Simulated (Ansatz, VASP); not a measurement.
**One calculation of NaI, two programs**

```
CELL_PARAMETERS angstrom
0.00000 3.23640 3.23640
3.23640 0.00000 3.23640
3.23640 3.23640 0.00000
ATOMIC_POSITIONS crystal
Na 0.00000 0.00000 0.00000
I 0.50000 0.50000 0.50000
```

Alike in both runs: task single point; functional PBE; k mesh 7 × 7 × 7; occupations fermi-dirac, width 0.01 eV; no spin polarisation.

|  | VASP | Ansatz |
| --- | --- | --- |
| version | VASP 6.6.1 | Ansatz 0.2.0 |
| potentials or method | VASP PAW PBE potentials, release 64 (Na_pv, I), cutoff 520 eV | all-electron LAPW, scalar-relativistic |

|  | VASP | Ansatz | Ansatz less VASP |
| --- | --- | --- | --- |
| gap on the k mesh at the Fermi level (eV) | 3.64 | 3.64 | +0.004 |
| pressure (GPa) | 0.4 | 0.4 | -0.01 |

Ansatz ran all-electron here, and VASP with PAW potentials.

Neither program's run includes spin-orbit coupling.
